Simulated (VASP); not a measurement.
# Cu (P6_3/mmc) in VASP: notebook, part 2 of 2

VASP 6.6.1. The steps go on from the part before.

### 3 Vibrations by perturbation theory, LDA (phonons at volume x 1.02)

File INCAR:

```
SYSTEM = Cu
PREC = Accurate
ENCUT = 520
EDIFF = 1E-8
ISMEAR = -1
SIGMA = 0.15
LREAL = .FALSE.
LASPH = .TRUE.
NELM = 100
ALGO = Fast
ISIF = 2
LWAVE = .FALSE.
LCHARG = .FALSE.
IBRION = 8
NSW = 1
```

File KPOINTS:

```
regular mesh
0
G
  18 18 10
  0 0 0
```

File POSCAR:

```
Cu
1.0
    2.5013734708      0.0000000000      0.0000000000
   -1.2506867354      2.1662529701      0.0000000000
    0.0000000000      0.0000000000      4.1043251638
Cu
2
Direct
    0.3333333333      0.6666666667      0.2500000000
    0.6666666667      0.3333333333      0.7500000000
```

Potentials or basis: VASP PAW LDA potentials, release 64 (Cu).

Command:

```sh
$ cat potpaw_LDA.64/Cu/POTCAR > POTCAR
$ mpirun -np 1 vasp_std > vasp.out
```

OUTCAR:

```text
SYSTEM = Cu
   PREC = Accurate
   ENCUT = 520
   EDIFF = 1E-8
   ISMEAR = -1
   LREAL = .FALSE.
   LASPH = .TRUE.
   NELM = 100
   ISIF = 2
   IBRION = 8
   NSW = 1

 ion  position               nearest neighbor table
   1  0.333  0.667  0.250-   2 2.51   2 2.51   2 2.51   2 2.51   2 2.51   2 2.51
   2  0.667  0.333  0.750-   1 2.51   1 2.51   1 2.51   1 2.51   1 2.51   1 2.51

  LATTYP: Found a hexagonal cell.
 ALAT       =     2.5013734708
 C/A-ratio  =     1.6408286134

  Lattice vectors:

 A1 = (   2.5013734708,   0.0000000000,   0.0000000000)
 A2 = (  -1.2506867354,   2.1662529701,   0.0000000000)
 A3 = (   0.0000000000,   0.0000000000,   4.1043251638)

Analysis of symmetry for initial positions (statically):
=====================================================================
 Subroutine PRICEL returns:
 Original cell was already a primitive cell.

 Routine SETGRP: Setting up the symmetry group for a
 hexagonal supercell.

 Subroutine GETGRP returns: Found 24 space group operations
 (whereof 12 operations were pure point group operations)
 out of a pool of 24 trial point group operations.

The static configuration has the point symmetry D_3d.
 The point group associated with its full space group is D_6h.

Analysis of symmetry for dynamics (positions and initial velocities):
=====================================================================
 Subroutine PRICEL returns:
 Original cell was already a primitive cell.

 Routine SETGRP: Setting up the symmetry group for a
 hexagonal supercell.

 Subroutine GETGRP returns: Found 24 space group operations
 (whereof 12 operations were pure point group operations)
 out of a pool of 24 trial point group operations.

The dynamic configuration has the point symmetry D_3d.
 The point group associated with its full space group is D_6h.

 Subroutine INISYM returns: Found 24 space group operations
 (whereof 12 operations are pure point group operations),
 and found     1 'primitive' translations

----------------------------------------------------------------------------------------

                                     Primitive cell

  volume of cell :      22.2397

  direct lattice vectors                    reciprocal lattice vectors
     2.501373471  0.000000000  0.000000000     0.399780365  0.230813302  0.000000000
    -1.250686735  2.166252970  0.000000000     0.000000000  0.461626603  0.000000000
     0.000000000  0.000000000  4.104325164     0.000000000  0.000000000  0.243645413

  length of vectors
     2.501373471  2.501373471  4.104325164     0.461626603  0.461626603  0.243645413

  position of ions in fractional coordinates (direct lattice)
     0.333333333  0.666666667  0.250000000
     0.666666667  0.333333333  0.750000000

  ion indices of the primitive-cell ions
[... 145 lines left out ...]
     11       6.2831      1.99999
     12       6.9167      1.99923
     13      12.0802      0.00000
     14      30.8712      0.00000
[... 401 lines left out ...]
      2       3.3616      2.00000
      3       3.5050      2.00000
      4       4.5484      2.00000
      5       4.7817      2.00000
      6       4.9453      2.00000
      7       5.1691      2.00000
      8       6.2505      1.99999
      9       6.3777      1.99998
     10       6.3914      1.99998
     11       7.8572      1.66167
     12      11.0907      0.00000
     13      15.7839      0.00000
     14      16.2398      0.00000
     15      19.1068      0.00000

 [... further k-points ...]
[... 5 lines left out ...]
  --------------------------------------------------------------------------------------
  -------------------------------------------------------------------------------------
  Total       -0.3679994     -0.3679994     -0.3739113      0.0000000      0.0000000     -0.0000000
  in kB      -26.5111291    -26.5111291    -26.9370283      0.0000000      0.0000000     -0.0000000
  external PRESSURE =     -26.6530955 kB  Pullay stress =       0.0000000 kB

 VOLUME and BASIS-vectors are now :
 -----------------------------------------------------------------------------
  energy-cutoff  :      520.00
  volume of cell :       22.24
      direct lattice vectors                 reciprocal lattice vectors
     2.501373471  0.000000000  0.000000000     0.399780365  0.230813302  0.000000000
    -1.250686735  2.166252970  0.000000000     0.000000000  0.461626603  0.000000000
     0.000000000  0.000000000  4.104325164     0.000000000  0.000000000  0.243645413

 POSITION                                       TOTAL-FORCE (eV/Angst)
 -----------------------------------------------------------------------------------
     -0.00000      1.44417      1.02608        -0.000000      0.000000      0.000000
      1.25069      0.72208      3.07824         0.000000     -0.000000      0.000000
 -----------------------------------------------------------------------------------
    total drift:                               -0.000000      0.000000     -0.000000

  FREE ENERGIE OF THE ION-ELECTRON SYSTEM (eV)
  ---------------------------------------------------
  free  energy   TOTEN  =        -9.4164662082 eV

  energy  without entropy=       -9.3683093548  energy(sigma->0) =       -9.39238778

[... ionic steps 2 to 3 ...]

--------------------------------------- Ionic step        4  -------------------------------------------

------------------------ aborting loop because EDIFF is reached ----------------------------------------

[... ionic steps 5 to 5 ...]

--------------------------------------- Ionic step        6  -------------------------------------------

 Free energy of the ion-electron system (eV)
  ---------------------------------------------------
  ---------------------------------------------------
  free energy    TOTEN  =        -0.25238612 eV

  energy without entropy =       -0.25238612

------------------------ aborting loop because EDIFF is reached ----------------------------------------

 INTERNAL STRAIN TENSOR  FOR ION    1  DIRECTION 3   (eV/Angst):
 -----------------------------------------------------------------------------
     0.00002  0.00000  0.00000
     0.00000  0.00002  0.00000
     0.00000  0.00000  0.01174

 INTERNAL STRAIN TENSOR FOR ION    2 for displacements in x,y,z  (eV/Angst):
          X           Y           Z          XY          YZ          ZX
  --------------------------------------------------------------------------------
  x     0.00000     0.00000     0.00000     1.77418     0.00000     0.00000
  y     1.77418    -1.77418    -0.00000    -0.00000     0.00000     0.00000
  z     0.00000    -0.00000     0.00000     0.00000     0.00000     0.00000

 SECOND DERIVATIVES (NOT SYMMETRIZED)
 ------------------------------------
               1X          1Y          1Z          2X          2Y          2Z
  1X    -1.437605    0.000000    0.000000    1.437605    0.000000    0.000000
  1Y     0.000000   -1.437605    0.000000    0.000000    1.437605    0.000000
  1Z     0.000000    0.000000   -7.861905    0.000000    0.000000    7.861905
  2X     1.437605    0.000000    0.000000   -1.437605    0.000000    0.000000
  2Y     0.000000    1.437605    0.000000    0.000000   -1.437605    0.000000
  2Z     0.000000    0.000000    7.861905    0.000000    0.000000   -7.861905

 Eigenvectors and eigenvalues of the dynamical matrix
 ----------------------------------------------------

   1 f  =    7.776524 THz    48.861340 2PiTHz  259.396913 cm-1    32.161104 meV
             X         Y         Z           dx          dy          dz
     -0.000000  1.444169  1.026081     0.000000    0.000000    0.707107
      1.250687  0.722084  3.078244     0.000000   -0.000000   -0.707107
[... 16 lines left out ...]
   5 f  =    0.000000 THz     0.000000 2PiTHz    0.000000 cm-1     0.000000 meV
             X         Y         Z           dx          dy          dz
     -0.000000  1.444169  1.026081     0.707107    0.000000    0.000000
      1.250687  0.722084  3.078244     0.707107    0.000000    0.000000

   6 f/i=    0.000000 THz     0.000000 2PiTHz    0.000002 cm-1     0.000000 meV
             X         Y         Z           dx          dy          dz
     -0.000000  1.444169  1.026081     0.000000    0.471223    0.527208
      1.250687  0.722084  3.078244     0.000000    0.471223    0.527208

--------------------------------------------------------------------------------------------------------

 ELASTIC MODULI CONTR FROM IONIC RELAXATION (kBar)
 Direction    XX          YY          ZZ          XY          YZ          ZX
 --------------------------------------------------------------------------------
 XX        -157.7377    157.7377      0.0000      0.0000      0.0000      0.0000
 YY         157.7377   -157.7377     -0.0000     -0.0000      0.0000      0.0000
 ZZ           0.0000     -0.0000     -0.0000     -0.0000      0.0000      0.0000
 XY           0.0000     -0.0000     -0.0000   -157.7377      0.0000      0.0000
 YZ           0.0000      0.0000      0.0000      0.0000      0.0000      0.0000
 ZX           0.0000      0.0000      0.0000      0.0000      0.0000      0.0000
 --------------------------------------------------------------------------------
```

OSZICAR:

```text
N       E                     dE             d eps       ncg     rms          rms(c)
DAV:   1     0.118087245300E+03    0.11809E+03   -0.10843E+04  7052   0.271E+03
[... 50 lines left out ...]
RMM:   7    -0.252391430359E+00    0.77279E-05   -0.84522E-07 13295   0.576E-03    0.653E-04
RMM:   8    -0.252387799390E+00    0.36310E-05   -0.70840E-07 14395   0.376E-03    0.215E-04
RMM:   9    -0.252387502768E+00    0.29662E-06    0.15851E-08 15663   0.217E-03    0.132E-04
RMM:  10    -0.252387859015E+00   -0.35625E-06    0.17684E-07 16152   0.164E-03    0.168E-04
RMM:  11    -0.252385926142E+00    0.19329E-05   -0.33108E-07 15811   0.142E-03    0.164E-05
RMM:  12    -0.252386119039E+00   -0.19290E-06   -0.70343E-08 16619   0.129E-03    0.269E-06
RMM:  13    -0.252386123073E+00   -0.40341E-08    0.13108E-10 16854   0.127E-03    0.247E-06
 Linear response finished
```

Wall time 5.7 min (1 thread of Intel Xeon 6975P-C (Granite Rapids), shared host); peak memory 0.67 GiB.

What came out:

| Property | Result |
| --- | --- |
| Highest phonon frequency at Γ | 259 cm⁻¹ |

Phonon frequencies in cm⁻¹ (negative: imaginary):
| q point | frequencies |
| --- | --- |
| (0.000, 0.000, 0.000) | 0 0 0 111 111 259 |

Caveat: the cell differs from its parent crystal (phonons at volume x 1.02); the cell wasn't relaxed at this level first, which shifts response properties.
